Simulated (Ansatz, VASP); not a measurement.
## Two plane-wave programs on SnO

POSCAR

```
SnO
1.0
    0.0000000000      2.7082147176      2.7082147176
    2.7082147176      0.0000000000      2.7082147176
    2.7082147176      2.7082147176      0.0000000000
Sn O
1 1
Direct
    0.0000000000      0.0000000000      0.0000000000
    0.2500000000      0.2500000000      0.2500000000
```

File INCAR.step1:

```
  PREC = Accurate
  ENCUT = 520
  ISMEAR = -1
  SIGMA = 0.02
  LREAL = F
  LASPH = T
  NELM = 80
  NBANDS = 17
  GGA = PE
  ALGO = Normal
  EDIFF = 1E-4
  LWAVE = T
  LCHARG = F
```

INCAR.step2

```
  PREC = Accurate
  ENCUT = 520
  EDIFF = 1E-6
  ISMEAR = -1
  SIGMA = 0.02
  LREAL = F
  LASPH = T
  NELM = 80
  ALGO = Normal
  ISIF = 2
  LWAVE = F
  LCHARG = F
  METAGGA = R2SCAN
  LMIXTAU = T
  NBANDS = 17
  ISTART = 1
```

File KPOINTS:

```
regular mesh
0
Gamma
  4 4 4
```

Input for Ansatz:

```yaml
crystal:
  lattice:
    - [0.0, 2.7082147176, 2.7082147176]
    - [2.7082147176, 0.0, 2.7082147176]
    - [2.7082147176, 2.7082147176, 0.0]
  atoms:
    - { symbol: Sn, position: [0.0, 0.0, 0.0] }
    - { symbol: O, position: [0.25, 0.25, 0.25] }
kpoints:
  mp_grid: { grid: [4, 4, 4] }
hamiltonian:
  xc: r2scan
scf:
  occupations: { method: fermi_dirac, width: 0.02 }
  n_extra_bands: 4
output:
  forces: true
  stress: true
  eigenvalues: true
```

Alike in both runs: task single point; functional r2SCAN; k mesh 4 × 4 × 4; occupations fermi-dirac, width 0.02 eV; no spin polarisation.

```csv
,VASP,Ansatz
version,VASP 6.6.1,Ansatz 0.2.0
potentials or method,"VASP PAW PBE potentials, release 64 (Sn_d, O)",plane waves
plane-wave cutoff (eV),520,500
valence electrons in the cell,20,20
```

```tsv
	VASP	Ansatz	Ansatz less VASP
pressure (GPa)	-0.6	-0.9	-0.32
```

VASP's potentials were made for PBE, not for r2SCAN. The functional is the same, so the differences come from potentials, cutoffs and numerics.

The k mesh is coarse, so the values compare programs but aren't converged.
